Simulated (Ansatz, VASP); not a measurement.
**Two plane-wave programs on KF**

POSCAR

```
KF
1.0
    0.0000000000      2.6735000000      2.5398250000
    2.6735000000      0.0000000000      2.5398250000
    2.6735000000      2.6735000000      0.0000000000
K F
1 1
Direct
    0.0000000000      0.0000000000      0.0000000000
    0.5000000000      0.5000000000      0.5000000000
```

INCAR.step1

```
ALGO = Normal ; EDIFF = 1E-4
ENCUT = 520 ; GGA = PE
ISMEAR = 0 ; LASPH = True
LCHARG = False ; LREAL = False
LWAVE = True ; NBANDS = 15
NELM = 100 ; PREC = Accurate
SIGMA = 0.05
```

File INCAR.step2:

```
ALGO = Normal ; EDIFF = 1E-7
ENCUT = 520 ; ISIF = 2
ISMEAR = 0 ; ISTART = 1
LASPH = True ; LCHARG = False
LMIXTAU = True ; LREAL = False
LWAVE = False ; METAGGA = R2SCAN
NBANDS = 15 ; NELM = 100
PREC = Accurate ; SIGMA = 0.05
```

File KPOINTS:

```
k-points
0
Gamma
  8 8 8
```

Input for Ansatz:

```yaml
crystal:
  lattice:
    - [0.0, 2.6735, 2.539825]
    - [2.6735, 0.0, 2.539825]
    - [2.6735, 2.6735, 0.0]
  atoms:
    - { symbol: K, position: [0.0, 0.0, 0.0] }
    - { symbol: F, position: [0.5, 0.5, 0.5] }
basis:
  ecutwfc: 500
kpoints:
  mp_grid: { grid: [8, 8, 8] }
hamiltonian:
  xc: r2scan
scf:
  occupations: { method: gaussian, width: 0.05 }
output:
  forces: true
  stress: true
  eigenvalues: true
```

Change from the starting cell: strain +0.000 along x and y, -0.050 along z, atoms carried along.

Alike in both runs: task single point; functional r2SCAN; k mesh 8 × 8 × 8; occupations gaussian, width 0.05 eV; no spin polarisation.

```csv
,VASP,Ansatz
version,VASP 6.6.1,Ansatz 0.2.0
potentials or method,"VASP PAW PBE potentials, release 64 (K_sv, F), cutoff 520 eV","scalar-relativistic, plane waves, PAW"
valence electrons in the cell,16,16
```

```csv
,VASP,Ansatz,Ansatz less VASP
gap on the k mesh at the Fermi level (eV),7.01,7.01,+0.001
least direct gap on the mesh (eV),7.01,7.01,+0.001
pressure (GPa),1.6,1.6,0.00
"traceless stress, the component that is largest in VASP (GPa)",2.97,2.88,-0.092
```

VASP's potentials were made for PBE, not for r2SCAN.
